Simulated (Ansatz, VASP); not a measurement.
TaSi2: VASP beside Ansatz

```xyz
9
Lattice="4.8060 0.0000 0.0000 -2.4030 4.1621 0.0000 0.0000 0.0000 6.5995" Properties=species:S:1:pos:R:3 pbc="T T T"
Ta    1.5390    0.0000   -0.8640
Ta    1.2015    2.0811    4.3997
Ta   -1.2015    2.0811    2.1998
Si    0.0000    1.3229    0.0000
Si    3.6604    0.6614    4.3997
Si    1.2574    3.5007    2.1998
Si    2.4030    2.8393    0.0000
Si   -1.2574    3.5007    4.3997
Si    1.1456    0.6614    2.1998
```

Alike in both runs: task single point; functional PBE; k mesh 9 × 9 × 6; occupations gaussian, width 0.15 eV; no spin polarisation.

|  | VASP | Ansatz |
| --- | --- | --- |
| version | VASP 6.6.1 | Ansatz 0.2.0 |
| potentials or method | VASP PAW PBE potentials, release 64 (Ta_pv, Si), cutoff 520 eV | scalar-relativistic, plane waves, PAW |
| valence electrons in the cell | 57 | 63 |

|  | VASP | Ansatz | Ansatz less VASP |
| --- | --- | --- | --- |
| gap on the k mesh at the Fermi level (eV) | none | none | - |
| rms of the force components (eV/Å) | 14.173 | 15.287 | +1.1137 |

Atom by atom the forces differ by 1.128 eV/Å (rms over components). A gap of «none» marks a metal or a gap that the smearing closes. VASP's potentials hold 57 valence electrons a cell and Ansatz's 63, so a difference there can come from the potentials and not from the codes.

Neither program's run includes spin-orbit coupling.
